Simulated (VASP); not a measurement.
# Ni (Fm-3m) in VASP: notebook

Ni is run at these levels: PBE; tasks: single point.

Everything below comes from runs of VASP 6.6.1. Logs are shortened: lines on timing, memory, paths and dates and some standing lists are left out, and cuts for length are marked.

**1. The cell of the first run**

It takes space group Fm-3m (No. 225, cubic). The conventional cell has a = 3.524 Å, b = 3.524 Å, c = 3.524 Å, α = 90.00°, β = 90.00°, γ = 90.00°. Ni (site symmetry m-3m) has 12 Ni at 2.49 Å within 3.3 Å.

**2. Single point, PBE, collinear spin, ferromagnetic start**

INCAR reads:

```
ALGO = Normal
EDIFF = 1E-6
ENCUT = 600
GGA = PE
GGA_COMPAT = F
ISIF = 2
ISMEAR = -1
ISPIN = 2
LASPH = T
LCHARG = F
LMAXMIX = 4
LORBIT = 11
LREAL = F
LWAVE = F
MAGMOM = 1.5
NBANDS = 15
NELM = 200
PREC = Accurate
SIGMA = 0.1
```

KPOINTS reads:

```
k-points
0
Gamma
  4 4 4
```

POSCAR reads:

```
Ni
1.0
    0.0000000000      1.7619350000      1.7619350000
    1.7619350000      0.0000000000      1.7619350000
    1.7619350000      1.7619350000      0.0000000000
Ni
1
Direct
    0.0000000000      0.0000000000      0.0000000000
```

Potentials or basis: VASP PAW PBE potentials, release 64 (Ni).

The run is started by

```console
cat potpaw_PBE.64/Ni/POTCAR > POTCAR
mpirun -np 1 vasp_std > vasp.out
```

OUTCAR:

```text
EDIFF = 1E-6
   ENCUT = 600
   GGA = PE
   ISIF = 2
   ISMEAR = -1
   ISPIN = 2
   LASPH = T
   LORBIT = 11
   LREAL = F
   NELM = 200
   PREC = Accurate

 ion  position               nearest neighbor table
   1  0.000  0.000  0.000-

  LATTYP: Found a face centered cubic cell.
 ALAT       =     3.5238700000

  Lattice vectors:

 A1 = (   0.0000000000,   1.7619350000,   1.7619350000)
 A2 = (   1.7619350000,   0.0000000000,   1.7619350000)
 A3 = (   1.7619350000,   1.7619350000,   0.0000000000)

Analysis of symmetry for initial positions (statically):
=====================================================================
 Subroutine PRICEL returns:
 Original cell was already a primitive cell.

 Routine SETGRP: Setting up the symmetry group for a
 face centered cubic supercell.

 Subroutine GETGRP returns: Found 48 space group operations
 (whereof 48 operations were pure point group operations)
 out of a pool of 48 trial point group operations.

The static configuration has the point symmetry O_h .

Analysis of symmetry for dynamics (positions and initial velocities):
=====================================================================
 Subroutine PRICEL returns:
 Original cell was already a primitive cell.

 Routine SETGRP: Setting up the symmetry group for a
 face centered cubic supercell.

 Subroutine GETGRP returns: Found 48 space group operations
 (whereof 48 operations were pure point group operations)
 out of a pool of 48 trial point group operations.

The dynamic configuration has the point symmetry O_h .

Analysis of structural, dynamic, and magnetic symmetry:
=====================================================================
 Subroutine PRICEL returns:
 Original cell was already a primitive cell.

 Routine SETGRP: Setting up the symmetry group for a
 face centered cubic supercell.

 Subroutine GETGRP returns: Found 48 space group operations
 (whereof 48 operations were pure point group operations)
 out of a pool of 48 trial point group operations.

The overall configuration has the point symmetry O_h .

 Subroutine INISYM returns: Found 48 space group operations
 (whereof 48 operations are pure point group operations),
 and found     1 'primitive' translations

----------------------------------------------------------------------------------------

                                     Primitive cell

  volume of cell :      10.9396

  direct lattice vectors                    reciprocal lattice vectors
     0.000000000  1.761935000  1.761935000    -0.283778914  0.283778914  0.283778914
     1.761935000  0.000000000  1.761935000     0.283778914 -0.283778914  0.283778914
     1.761935000  1.761935000  0.000000000     0.283778914  0.283778914 -0.283778914

  length of vectors
     2.491752373  2.491752373  2.491752373     0.491519496  0.491519496  0.491519496

  position of ions in fractional coordinates (direct lattice)
     0.000000000  0.000000000  0.000000000

  ion indices of the primitive-cell ions
   primitive index   ion index
                 1           1

----------------------------------------------------------------------------------------

 KPOINTS: k-points

Automatic generation of k-mesh.
 Grid dimensions read from file:
 generate k-points for:    4    4    4

 Generating k-lattice:

  Cartesian coordinates                     Fractional coordinates (reciprocal lattice)
    -0.070944728  0.070944728  0.070944728     0.250000000  0.000000000  0.000000000
     0.070944728 -0.070944728  0.070944728     0.000000000  0.250000000  0.000000000
     0.070944728  0.070944728 -0.070944728     0.000000000  0.000000000  0.250000000

  Length of vectors
     0.122879874  0.122879874  0.122879874

  Shift w.r.t. Gamma in fractional coordinates (k-lattice)
     0.000000000  0.000000000  0.000000000

 Subroutine IBZKPT returns following result:
 ===========================================

 Found      8 irreducible k-points:

 Following reciprocal coordinates:
            Coordinates               Weight
  0.000000  0.000000  0.000000      1.000000
  0.250000  0.000000  0.000000      8.000000
  0.500000  0.000000  0.000000      4.000000
  0.250000  0.250000  0.000000      6.000000
  0.500000  0.250000  0.000000     24.000000
 -0.250000  0.250000  0.000000     12.000000
  0.500000  0.500000  0.000000      3.000000
 -0.250000  0.500000  0.250000      6.000000
   k-points           NKPTS =      8   k-points in BZ     NKDIM =      8   number of bands    NBANDS=     15
   number of dos      NEDOS =    301   number of ions     NIONS =      1
   total plane-waves  NPLWV =   8000
   dimension x,y,z NGX =    20 NGY =   20 NGZ =   20
   dimension x,y,z NGXF=    40 NGYF=   40 NGZF=   40
   ions per type =               1
   NGX,Y,Z   is equivalent  to a cutoff of  13.34, 13.34, 13.34 a.u.
   NGXF,Y,Z  is equivalent  to a cutoff of  26.69, 26.69, 26.69 a.u.
 SYSTEM =  unknown system
   PREC   = accura    normal or accurate (medium, high low for compatibility)
   ISTART =      0    job   : 0-new  1-cont  2-samecut
   ICHARG =      2    charge: 1-file 2-atom 10-const
   ISPIN  =      2    spin polarized calculation?
   LNONCOLLINEAR =      F non collinear calculations
   LSORBIT =      F    spin-orbit coupling
   LASPH  =      T    aspherical Exc in radial PAW
   ENCUT  =  600.0 eV  44.10 Ry    6.64 a.u.   4.98  4.98  4.98*2*pi/ulx,y,z
   NELM   =    200;   NELMIN=  2; NELMDL= -5     # of ELM steps
   EDIFF  = 0.1E-05   stopping-criterion for ELM
   LREAL  =      F    real-space projection
   EDIFFG = 0.1E-04   stopping-criterion for IOM
   NSW    =      0    number of steps for IOM
   IBRION =     -1    ionic relax: 0-MD 1-quasi-New 2-CG
   NFREE  =      0    steps in history (QN), initial steepest desc. (CG)
   ISIF   =      2    stress and relaxation
   ISYM   =      2    0-nonsym 1-usesym 2-fastsym
   POTIM  = 0.5000    time-step for ionic-motion
   TEBEG  =    0.0;   TEEND  =   0.0 temperature during run
   PSTRESS=    0.0 pullay stress
   NELECT =      10.0000    total number of electrons
   NUPDOWN=      -1.0000    fix difference up-down
   EMIN   =  10.00;   EMAX   =-10.00  energy-range for DOS
   EFERMI =   0.00;   METHOD = LEGACY
   ISMEAR =    -1;   SIGMA  =   0.10  broadening in eV -4-tet -1-fermi 0-gaus
   EFERMI_NEDOS =   21; number of points for ismear=-14 and -15
   IALGO  =     38    algorithm
   IMIX   =      4    mixing-type and parameters
     AMIX     =   0.40;   BMIX     =  1.00
     AMIX_MAG =   1.60;   BMIX_MAG =  1.00
  volume/ion in A,a.u.               =      10.94        73.82
  Fermi-wavevector in a.u.,A,eV,Ry     =   1.588821  3.002436 34.345893  2.524352
  Thomas-Fermi vector in A             =   2.687765
   LORBIT       =     11    0 simple, 1 ext, 2 COOP (PROOUT), +10 PAW based schemes
   GGA     = PE    functional components
   LHFCALC =     F    Hartree Fock is set to
   AEXX    =    0.0000 exact exchange contribution
   IVDW    =     0    specifies the selected vdW correction
   LEPSILON=     F    determine dielectric tensor
   LRPA    =     F    only Hartree local field effects (RPA)
 spin polarized calculation
  energy-cutoff  :      600.00
  volume of cell :       10.94
 maximum number of plane-waves:       380
   NGX =  9   NGY =  9   NGZ =  9

 number of electron      10.0000010 magnetization       0.5811641

 Free energy of the ion-electron system (eV)
  ---------------------------------------------------
  ext. energy  EPLUGINS =         0.00000000
  ---------------------------------------------------
  free energy    TOTEN  =        -5.56474680 eV

  energy without entropy =       -5.52535705  energy(sigma->0) =       -5.54505192

 E-fermi :   9.3098     XC(G=0): -13.2278

 val. band max:        9.3080012532   @ k =   0.5000   0.5000   0.0000
 cond. band min:       9.3839459029   @ k =   0.5000   0.0000   0.0000
 fundamental gap:      0.0759446497
 Fermi energy:         9.3098148977

 spin component 1

 k-point     1 :       0.0000    0.0000    0.0000
  band No.  band energies     occupation
      1       0.3330      1.00000
      2       6.8660      1.00000
      3       6.8660      1.00000
      4       6.8660      1.00000
      5       8.0098      1.00000
      6       8.0098      1.00000
      7      32.9835      0.00000
      8      36.7970      0.00000
      9      36.7970      0.00000
     10      36.7970      0.00000
     11      39.7189      0.00000
     12      39.7189      0.00000
     13      39.7189      0.00000
     14      42.6949      0.00000
     15      48.9329      0.00000
[... 109 lines left out ...]
 k-point     8 :      -0.2500    0.5000    0.2500
  band No.  band energies     occupation
      1       5.5402      1.00000
      2       6.2383      1.00000
      3       6.2383      1.00000
      4       7.9465      1.00000
      5       8.8063      0.99354
      6      16.9999      0.00000
      7      16.9999      0.00000
      8      19.2178      0.00000
      9      20.3432      0.00000
     10      39.7177      0.00000
     11      39.7177      0.00000
     12      41.7157      0.00000
     13      46.5941      0.00000
     14      55.5804      0.00000
     15      58.9358      0.00000
 Fermi energy:         9.3098148977

 spin component 2

 k-point     1 :       0.0000    0.0000    0.0000
  band No.  band energies     occupation
      1       0.2782      1.00000
      2       7.5642      1.00000
      3       7.5642      1.00000
      4       7.5642      1.00000
      5       8.5818      0.99931
      6       8.5818      0.99931
      7      32.8091      0.00000
      8      36.7672      0.00000
      9      36.7672      0.00000
     10      36.7672      0.00000
     11      39.7841      0.00000
     12      39.7841      0.00000
     13      39.7841      0.00000
     14      42.5625      0.00000
     15      49.0974      0.00000
[... 109 lines left out ...]
 k-point     8 :      -0.2500    0.5000    0.2500
  band No.  band energies     occupation
      1       5.9105      1.00000
      2       6.8001      1.00000
      3       6.8001      1.00000
      4       8.4932      0.99972
      5       9.6104      0.04717
      6      17.1454      0.00000
      7      17.1454      0.00000
      8      19.3558      0.00000
      9      20.4619      0.00000
     10      39.6814      0.00000
     11      39.6814      0.00000
     12      41.7867      0.00000
     13      46.7520      0.00000
     14      56.9944      0.00000
     15      58.8691      0.00000

------------------------ aborting loop because EDIFF is reached ----------------------------------------

  FORCE on cell =-STRESS in cart. coord.  units (eV):
  Direction    XX          YY          ZZ          XY          YZ          ZX
  --------------------------------------------------------------------------------------
  -------------------------------------------------------------------------------------
  Total       -0.3282384     -0.3282384     -0.3282384      0.0000000     -0.0000000      0.0000000
  in kB      -48.0729053    -48.0729053    -48.0729053      0.0000000     -0.0000000      0.0000000
  external PRESSURE =     -48.0729053 kB  Pullay stress =       0.0000000 kB

 VOLUME and BASIS-vectors are now :
 -----------------------------------------------------------------------------
  energy-cutoff  :      600.00
  volume of cell :       10.94
      direct lattice vectors                 reciprocal lattice vectors
     0.000000000  1.761935000  1.761935000    -0.283778914  0.283778914  0.283778914
     1.761935000  0.000000000  1.761935000     0.283778914 -0.283778914  0.283778914
     1.761935000  1.761935000  0.000000000     0.283778914  0.283778914 -0.283778914

 POSITION                                       TOTAL-FORCE (eV/Angst)
 -----------------------------------------------------------------------------------
      0.00000      0.00000      0.00000         0.000000     -0.000000     -0.000000
 -----------------------------------------------------------------------------------
    total drift:                               -0.000000     -0.000000     -0.000000

  FREE ENERGIE OF THE ION-ELECTRON SYSTEM (eV)
  ---------------------------------------------------
  free  energy   TOTEN  =        -5.5647468007 eV

  energy  without entropy=       -5.5253570492  energy(sigma->0) =       -5.54505192

 total charge

# of ion       s       p       d       tot
------------------------------------------
    1        0.485   0.501   8.309   9.295

 magnetization (x)

# of ion       s       p       d       tot
------------------------------------------
    1       -0.012  -0.026   0.635   0.597
```

It took 3.1 s on 1 thread of AMD EPYC 9R45 (Zen 5), shared host; peak memory 0.1 GiB.

Results:

| Item | Value |
| --- | --- |
| Free energy | -5.5647 eV |
| Pressure | -4.8 GPa |
| Net moment | 0.58 μB per cell |
| Site moments | Ni +0.60 μB |
| Valence electrons inside the program's atomic spheres | Ni 9.29 |

Caveat: the k points lie up to 0.77 Å⁻¹ apart.

**3. Single point, PBE, collinear spin, ferromagnetic start**

INCAR is that of step 2.

KPOINTS reads:

```
k-points
0
Gamma
  6 6 6
```

POSCAR is that of step 2.

Potentials or basis: VASP PAW PBE potentials, release 64 (Ni).

The run is started by

```console
cat potpaw_PBE.64/Ni/POTCAR > POTCAR
mpirun -np 1 vasp_std > vasp.out
```

Run time: 4.6 s. Hardware: 1 thread of AMD EPYC 9R45 (Zen 5), shared host; peak memory 0.1 GiB.

The run converged. Its results:

```
Free energy                                           : -5.5189 eV
Pressure                                              : -1.4 GPa
Net moment                                            : 0.62 μB per cell
Site moments                                          : Ni +0.64 μB
Valence electrons inside the program's atomic spheres : Ni 9.30
```

Levels at points of the mesh, in eV from the Fermi level:
Spin up:
| k point | band 3 | band 4 | band 5 | band 6 | band 7 | band 8 |
| --- | --- | --- | --- | --- | --- | --- |
| (0.00, 0.00, 0.00) | -2.33 | -2.33 | -1.20 | -1.20 | 23.80 | 27.61 |
| (0.50, 0.00, 0.00) | -2.33 | -0.53 | -0.53 | -0.17 | 5.72 | 22.29 |
| (0.50, 0.50, 0.00) | -0.50 | -0.39 | -0.39 | 2.56 | 9.26 | 14.89 |
Spin down:
```
           k point  band 3  band 4  band 5  band 6  band 7  band 8
(0.00, 0.00, 0.00)   -1.59   -1.59   -0.57   -0.57   23.61   27.58
(0.50, 0.00, 0.00)   -1.69   -0.25    0.23    0.23    6.13   22.12
(0.50, 0.50, 0.00)    0.16    0.45    0.45    2.50    9.51   14.88
```

Caveat: the k points lie up to 0.51 Å⁻¹ apart.

(Part 1 of 2 ends here.)
